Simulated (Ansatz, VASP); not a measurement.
One calculation of LiH, two programs

POSCAR

```
LiH
1.0
    3.2558267816      0.0000000000      0.0000000000
   -1.6279133908      2.8196287032      0.0000000000
    0.0000000000      0.0000000000      4.0684446705
Li H
2 2
Direct
    0.3333333333      0.6666666667     -0.0625092883
    0.6666666667      0.3333333333      0.4374907117
    0.3333333333      0.6666666667      0.4375092883
    0.6666666667      0.3333333333      0.9375092883
```

The input INCAR.step1:

```
ALGO = Normal
EDIFF = 1E-4
ENCUT = 520
GGA = PE
ISMEAR = 0
LASPH = True
LCHARG = False
LREAL = False
LWAVE = True
NBANDS = 12
NELM = 100
PREC = Accurate
SIGMA = 0.01
```

The input INCAR.step2:

```
ALGO = Normal
EDIFF = 1E-7
ENCUT = 520
ISIF = 2
ISMEAR = 0
ISTART = 1
LASPH = True
LCHARG = False
LMIXTAU = True
LREAL = False
LWAVE = False
METAGGA = R2SCAN
NBANDS = 12
NELM = 100
PREC = Accurate
SIGMA = 0.01
```

Contents of KPOINTS:

```
k-points
0
Gamma
  6 6 4
```

Input for Ansatz:

```yaml
crystal:
  lattice:
    - [3.2558267816, 0.0, 0.0]
    - [-1.6279133908, 2.8196287032, 0.0]
    - [0.0, 0.0, 4.0684446705]
  atoms:
    - { symbol: Li, position: [0.3333333333, 0.6666666667, -0.0625092883] }
    - { symbol: Li, position: [0.6666666667, 0.3333333333, 0.4374907117] }
    - { symbol: H, position: [0.3333333333, 0.6666666667, 0.4375092883] }
    - { symbol: H, position: [0.6666666667, 0.3333333333, 0.9375092883] }
kpoints:
  mp_grid: { grid: [6, 6, 4] }
hamiltonian:
  xc: r2scan
scf:
  occupations: { method: fixed }
  n_extra_bands: 5
output:
  forces: true
  stress: true
  eigenvalues: true
```

Alike in both runs: task single point; functional r2SCAN; k mesh 6 × 6 × 4; no spin polarisation.

|  | VASP | Ansatz |
| --- | --- | --- |
| version | VASP 6.6.1 | Ansatz 0.2.0 |
| potentials or method | VASP PAW PBE potentials, release 64 (Li_sv, H) | plane waves, PAW |
| plane-wave cutoff (eV) | 520 | 500 |
| occupations | gaussian, width 0.01 eV | fixed |
| valence electrons in the cell | 8 | 8 |

```tsv
	VASP	Ansatz	Ansatz less VASP
gap on the k mesh at the Fermi level (eV)	2.30	2.34	+0.044
rms of the force components (eV/Å)	0.019	0.000	-0.0194
```

VASP's potentials were made for PBE, not for r2SCAN. Atom by atom the forces differ by 0.019 eV/Å (rms over components). Ansatz's warnings: structure snapped to symmetry.

Noted on VASP's run: the cutoff is short for stress, so the pressure is rough.
